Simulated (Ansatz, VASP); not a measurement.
**FeS2 in VASP and in Ansatz**

```
Fe S
1.0
     4.43375    0.00000    0.00000
     0.00000    5.41261    0.00000
     0.00000    0.00000    3.38745
Fe S
2 4
Direct
  0.50000 0.50000 0.50000
  0.00000 0.00000 0.00000
  0.29383 0.87478 0.50000
  0.70617 0.12522 0.50000
  0.20617 0.37478 0.00000
  0.79383 0.62522 0.00000
```

Alike in both runs: functional PBE; k mesh 4 × 4 × 6; occupations gaussian, width 0.1 eV; no spin polarisation.

Ansatz relaxed the structure, and its values are those at the end. VASP's run is a single point on that final structure, the one shown.

|  | VASP | Ansatz |
| --- | --- | --- |
| version | VASP 6.6.1 | Ansatz 0.2.0 |
| potentials or method | VASP PAW PBE potentials, release 64 (Fe, S), cutoff 600 eV | scalar-relativistic, plane waves, PAW |
| valence electrons in the cell | 40 | 56 |

```tsv
	VASP	Ansatz	Ansatz less VASP
gap on the k mesh at the Fermi level (eV)	0.90	0.92	+0.022
least direct gap on the mesh (eV)	1.21	1.22	+0.016
pressure (GPa)	0.3	0.2	-0.13
rms of the force components (eV/Å)	0.038	0.014	-0.0248
```

VASP's potentials hold 40 valence electrons a cell and Ansatz's 56, so a difference there can come from the potentials and not from the codes.
